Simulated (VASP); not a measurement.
Crystal: As.

```
CELL_PARAMETERS angstrom
1.87975 1.08527 3.48577
-1.87975 1.08527 3.48577
0.00000 -2.17055 3.48577
ATOMIC_POSITIONS crystal
As 0.22754 0.22754 0.22754
As 0.77246 0.77246 0.77246
```

| Property | Result |
| --- | --- |
| Program | VASP 6.6.1 |
| Task | relaxation of cell and atoms |
| Functional | PBEsol |
| Potentials or basis | VASP PAW PBE potentials, release 64 (As) |
| Cutoff | 600 eV |
| k mesh | 14 × 14 × 14 |
| Occupations | gaussian, width 0.05 eV |
| Spin | no spin polarisation |

At the start: pressure 0.5 GPa; volume 21.33 Å³/atom.

**Question.** Where does the relaxation end?

**Answer.** Over 8 steps the energy falls by 5.7 meV/atom and the volume is 20.91 Å³/atom (-2.0 %); space group R-3m (No. 166, to 0.05 Å).

Step by step:
| step | energy change (eV) | largest force (eV/Å) | pressure (GPa) | volume (Å³) |
| --- | --- | --- | --- | --- |
| 1 | 0.0000 | 0.2386 | 0.52 | 42.67 |
| 2 | -0.0039 | 0.0076 | -0.98 | 43.09 |
| 3 | -0.0039 | 0.0308 | -0.83 | 43.05 |
| 4 | -0.0079 | 0.0126 | -0.54 | 42.60 |
| 5 | -0.0112 | 0.0146 | 0.04 | 41.83 |
| 6 | -0.0112 | 0.0180 | 0.13 | 41.73 |
| 7 | -0.0112 | 0.0173 | 0.11 | 41.76 |
| 8 | -0.0113 | 0.0095 | -0.07 | 41.83 |

Final structure:
```
As
1.0
     1.89437    1.09372    3.36473
    -1.89437    1.09372    3.36473
     0.00000   -2.18743    3.36473
As
2
Direct
  0.23056 0.23056 0.23056
  0.76944 0.76944 0.76944
```

Caveat: the PAW data sets were made with another functional, which shifts forces and pressure a little.
